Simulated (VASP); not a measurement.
Crystal: Sn.

```
CELL_PARAMETERS angstrom
-1.89465 1.89465 1.89465
1.89465 -1.89465 1.89465
1.89465 1.89465 -1.89465
ATOMIC_POSITIONS crystal
Sn 0.00000 0.00000 0.00000
```

- Program: VASP 6.6.1
- Task: relaxation of cell and atoms
- Functional: PBEsol
- Dispersion: D4
- Potentials or basis: VASP PAW PBE potentials, release 64 (Sn_d)
- Cutoff: 600 eV
- k mesh: 10 × 10 × 10
- Occupations: fermi-dirac, width 0.05 eV
- Spin: no spin polarisation

At the start: pressure -3.5 GPa; volume 27.20 Å³/atom.

How do energy, volume and symmetry change on relaxing?

Over 3 steps the energy falls by 23.9 meV/atom and the volume is 25.23 Å³/atom (-7.3 %); space group Im-3m (No. 229, to 0.05 Å).

Step by step:
| step | energy change (eV) | largest force (eV/Å) | pressure (GPa) | volume (Å³) |
| --- | --- | --- | --- | --- |
| 1 | 0.0000 | 0.0000 | -3.55 | 27.20 |
| 2 | -0.0230 | 0.0000 | 0.82 | 24.90 |
| 3 | -0.0239 | 0.0000 | 0.03 | 25.23 |

Final structure:
```xyz
1
Lattice="-1.8477 1.8477 1.8477 1.8477 -1.8477 1.8477 1.8477 1.8477 -1.8477" Properties=species:S:1:pos:R:3 pbc="T T T"
Sn    0.0000    0.0000    0.0000
```

Caveat: the PAW data sets were made with another functional, which shifts forces and pressure a little; pairwise dispersion overbinds metals, which lowers pressure and volume.
